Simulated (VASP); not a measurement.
Input of a VASP 6.6.1 run:

Contents of INCAR:

```
SYSTEM = LiH
PREC     = Accurate       ! precision mode
ENCUT    = 520            ! plane-wave cutoff, eV
EDIFF    = 1E-6           ! SCF threshold, eV
ISMEAR   = 0              ! smearing method
SIGMA    = 0.01           ! smearing width, eV
LREAL    = .False.        ! projectors in reciprocal space
LASPH    = .True.         ! aspherical terms in the spheres
NELM     = 60             ! most SCF steps
ALGO     = Normal         ! electronic algorithm
ISIF     = 2              ! what is computed and relaxed
LWAVE    = .False.        ! write WAVECAR
LCHARG   = .False.        ! write CHGCAR
GGA      = PE             ! functional
NBANDS   = 9              ! bands
```

The input KPOINTS:

```
Automatic mesh
0
Gamma
  6 6 6
  0 0 0
```

Contents of POSCAR:

```
LiH
1.0
    0.0000000000      2.1451220101      2.1451220101
    2.1451220101      0.0000000000      2.1451220101
    2.1451220101      2.1451220101      0.0000000000
Li H
1 1
Direct
    0.0000000000      0.0000000000      0.0000000000
    0.2500000000      0.2500000000      0.2500000000
```

Potentials or basis: VASP PAW PBE potentials, release 64 (Li_sv, H).

Run with:

```bash
$ cat potpaw_PBE.64/Li_sv/POTCAR potpaw_PBE.64/H/POTCAR > POTCAR
$ mpirun -np 1 vasp_std > vasp.out
```

Problem. Estimate the band gap on the k mesh.

Solution. 4.30 eV, indirect (least direct gap 5.27 eV).

Caveat: the k points lie up to 0.42 Å⁻¹ apart. A k mesh can miss the band edges.
